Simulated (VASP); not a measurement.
IrF, 2 atoms in the cell. It takes space group Pm-3m (No. 221, cubic). The conventional cell has a = 2.754 Å, b = 2.754 Å, c = 2.754 Å, α = 90.00°, β = 90.00°, γ = 90.00°. Within 3.2 Å of Ir (site symmetry m-3m) lie 8 F at 2.38 Å and 6 Ir at 2.75 Å. F (site symmetry m-3m) has 8 Ir at 2.38 Å and 6 F at 2.75 Å within 3.2 Å. The cell was built from a structure type or drawn by symmetry, and may not be a known phase.

```yaml
Program: VASP 6.6.1
Task: relaxation of cell and atoms
Functional: PBE
Potentials_or_basis: VASP PAW PBE potentials, release 64 (Ir, F)
Cutoff: 600 eV
k_mesh: 6 × 6 × 6
Occupations: gaussian, width 0.1 eV
Spin: collinear spin
Starting_moments: "[1.0, 0.0] μB"
Dipole_correction: no
Further_INCAR_settings: ALGO = Normal; EDIFF = 1e-06; IBRION = 2; EDIFFG = -0.04; NSW = 90; ISIF = 3
```

Potentials or basis: VASP PAW PBE potentials, release 64 (Ir, F).

The run is started by

```console
$ cat potpaw_PBE.64/Ir/POTCAR potpaw_PBE.64/F/POTCAR > POTCAR
$ mpirun -np 1 vasp_std > vasp.out
```

Hardware: 1 thread of AMD EPYC 7R13 (shared host).

How long does it take, and how much memory?

Wall time 75 s on 1 thread of AMD EPYC 7R13 (shared host), peak memory 0.14 GiB. Counts: scf iterations 43, k points 20, ion steps 4.
